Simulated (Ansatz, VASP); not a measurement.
**Two plane-wave programs on Tl3Cu**

```xyz
4
Lattice="4.7170 0.0000 0.0000 0.0000 4.7170 0.0000 0.0000 0.0000 4.7170" Properties=species:S:1:pos:R:3 pbc="T T T"
Tl    2.3585    2.3585    0.0000
Tl    2.3585    0.0000    2.3585
Tl    0.0000    2.3585    2.3585
Cu    0.0000    0.0000    0.0000
```

Alike in both runs: task relaxation of cell and atoms; functional PBE; dispersion D4; k mesh 6 × 6 × 6; occupations fermi-dirac, width 0.05 eV; no spin polarisation.

```csv
,VASP,Ansatz
version,VASP 6.6.1,Ansatz 0.2.0
potentials or method,"VASP PAW PBE potentials, release 64 (Tl_d, Cu)",Ansatz PAW
plane-wave cutoff (eV),600,420
valence electrons in the cell,50,58
```

```csv
,VASP,Ansatz,Ansatz less VASP
"gap on the k mesh at the Fermi level, each at its own relaxed structure (eV)",none,none,-
relaxed volume (Å³/atom),24.64,24.61,-0.035
relaxed length of the cell vector where the two differ most in proportion (Å),4.619,4.617,-0.0022
```

A gap of «none» marks a metal or a gap that the smearing closes. VASP's potentials hold 50 valence electrons a cell and Ansatz's 58, so a difference there can come from the potentials and not from the codes.

Spin-orbit coupling is off throughout. Noted on Ansatz's run: the plane-wave basis is chosen anew once the cell has moved, so the energies of steps on either side of that aren't comparable.
